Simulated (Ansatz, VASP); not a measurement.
# One calculation of LiH, two programs

File INCAR:

```
SYSTEM = LiH
PREC     = Accurate       ! precision mode
ENCUT    = 520            ! plane-wave cutoff, eV
EDIFF    = 1E-7           ! SCF threshold, eV
ISMEAR   = 0              ! smearing method
SIGMA    = 0.001          ! smearing width, eV
LREAL    = .False.        ! projectors in reciprocal space
LASPH    = .True.         ! aspherical terms in the spheres
NELM     = 80             ! most SCF steps
ALGO     = Normal         ! electronic algorithm
ISIF     = 2              ! what is computed and relaxed
LWAVE    = .False.        ! write WAVECAR
LCHARG   = .False.        ! write CHGCAR
GGA      = PE             ! functional
NBANDS   = 9              ! bands
```

The input KPOINTS:

```
regular mesh
0
Gamma
  8 8 8
  0 0 0
```

Contents of POSCAR:

```
LiH
1.0
    0.0000000000      1.9984726927      1.9984726927
    1.9984726927      0.0000000000      1.9984726927
    1.9984726927      1.9984726927      0.0000000000
Li H
1 1
Direct
    0.0000000000      0.0000000000      0.0000000000
    0.5000000000      0.5000000000      0.5000000000
```

Input for Ansatz:

```yaml
crystal:
  lattice:
    - [0.0, 1.9984726927, 1.9984726927]
    - [1.9984726927, 0.0, 1.9984726927]
    - [1.9984726927, 1.9984726927, 0.0]
  atoms:
    - { symbol: Li, position: [0.0, 0.0, 0.0] }
    - { symbol: H, position: [0.5, 0.5, 0.5] }
kpoints:
  mp_grid: { grid: [8, 8, 8] }
hamiltonian:
  xc: pbe
scf:
  occupations: { method: gaussian, width: 0.001 }
  n_extra_bands: 4
output:
  forces: true
  stress: true
  eigenvalues: true
```

Alike in both runs: task single point; functional PBE; k mesh 8 × 8 × 8; occupations gaussian, width 0.001 eV; no spin polarisation.

```csv
,VASP,Ansatz
version,VASP 6.6.1,Ansatz 0.2.0
potentials or method,"VASP PAW PBE potentials, release 64 (Li_sv, H)",plane waves
plane-wave cutoff (eV),520,420
valence electrons in the cell,4,4
```

```csv
,VASP,Ansatz,Ansatz less VASP
gap on the k mesh at the Fermi level (eV),2.97,2.98,+0.006
```

The functional is the same, so the differences come from potentials, cutoffs and numerics.

Noted on VASP's run: the cutoff is short for stress, so the pressure is rough.
